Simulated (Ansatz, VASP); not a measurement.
**TiO2 in VASP and in Ansatz**

```
Ti O
1.0
    -1.89210    1.89210    4.75730
     1.89210   -1.89210    4.75730
     1.89210    1.89210   -4.75730
Ti O
2 4
Cartesian
  0.0000 0.0000 0.0000
  0.0000 1.8921 2.3786
  0.0000 0.0000 1.9865
  0.0000 1.8921 4.3652
  0.0000 1.8921 0.3921
  0.0000 0.0000 7.5281
```

Alike in both runs: functional PBE; k mesh 7 × 7 × 7; no spin polarisation.

Ansatz relaxed the structure, and its values are those at the end. VASP's run is a single point on that final structure, the one shown.

```csv
,VASP,Ansatz
version,VASP 6.6.1,Ansatz 0.2.0
potentials or method,"VASP PAW PBE potentials, release 64 (Ti_sv, O)","scalar-relativistic, plane waves, PAW"
plane-wave cutoff (eV),520,420
occupations,"gaussian, width 0.01 eV",fixed
valence electrons in the cell,48,48
```

|  | VASP | Ansatz | Ansatz less VASP |
| --- | --- | --- | --- |
| pressure (GPa) | 5.5 | 4.8 | -0.72 |
| rms of the force components (eV/Å) | 0.011 | 0.001 | -0.0102 |

Ansatz's warnings: stress scf threshold loose.
